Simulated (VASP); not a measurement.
A run of VASP 6.6.1 is set up as follows.

INCAR

```
PREC = Accurate ; ENCUT = 520
EDIFF = 1E-6 ; ISMEAR = 0
SIGMA = 0.1 ; LREAL = F
LASPH = T ; NELM = 100
ALGO = Normal ; ISIF = 2
LWAVE = F ; LCHARG = F
GGA = PE ; NBANDS = 22
```

File KPOINTS:

```
Automatic mesh
0
Gamma
  6 6 4
```

File POSCAR:

```
Zn2N
1.0
    2.5977936800      0.0000000000      0.0000000000
    0.0000000000      2.5977936800      0.0000000000
    0.0000000000      0.0000000000      6.3595124600
Zn N
2 1
Direct
    0.0000000000      0.0000000000      0.0000000000
    0.5000000000      0.5000000000      0.5000000000
    0.5000000000      0.5000000000      0.0000000000
```

Potentials or basis: VASP PAW PBE potentials, release 64 (Zn, N).

Run with:

```bash
$ cat potpaw_PBE.64/Zn/POTCAR potpaw_PBE.64/N/POTCAR > POTCAR
$ mpirun -np 1 vasp_std > vasp.out
```

Problem. Estimate the pressure.

Solution. 23.9 GPa.

Problem. What does it give for the band gap on the k mesh?

Solution. Zero (an odd number of electrons rules out a gap without spin polarisation).

Stress tensor (GPa, compression positive):
```
38.18  0.00  0.00
 0.00 38.18  0.00
 0.00  0.00 -4.57
```

Caveat: the k points lie up to 0.40 Å⁻¹ apart, too coarse for converged energies and pressures of a metal.
